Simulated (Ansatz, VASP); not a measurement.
## One calculation of HgTe, two programs

```
Hg Te
1.0
    -0.06447    3.19127    3.19127
     3.19127   -0.06447    3.19127
     3.19127    3.19127   -0.06447
Hg Te
1 1
Direct
  0.00000 0.00000 0.00000
  0.75000 0.75000 0.75000
```

Change from the starting cell: equal xy, yz and zx shear strains of -2 %, PAW files.

Alike in both runs: task electric field gradients; functional PBEsol; k mesh 9 × 9 × 9; occupations fermi-dirac, width 0.05 eV; no spin polarisation.

|  | VASP | Ansatz |
| --- | --- | --- |
| version | VASP 6.6.1 | Ansatz 0.2.0 |
| potentials or method | VASP PAW PBE potentials, release 64 (Hg, Te) | PAW with Ansatz's default frozen-core files, scalar-relativistic |
| plane-wave cutoff (eV) | 520 | 420 |
| valence electrons in the cell | 18 | 36 |

|  | VASP | Ansatz | Ansatz less VASP |
| --- | --- | --- | --- |
| pressure (GPa) | 1.5 | 1.4 | -0.13 |
| traceless stress, the component that is largest in VASP (GPa) | 0.89 | 0.88 | -0.014 |
| rms of the force components (eV/Å) | 0.137 | 0.133 | -0.0039 |
| size of Vzz on the site where it differs most (V/Å²) | 56.7 | 46.2 | -10.46 |

VASP's potentials were made for PBE, not for PBEsol. Atom by atom the forces differ by 0.004 eV/Å (rms over components). VASP's potentials hold 18 valence electrons a cell and Ansatz's 36, so a difference there can come from the potentials and not from the codes.

Neither program's run includes spin-orbit coupling.
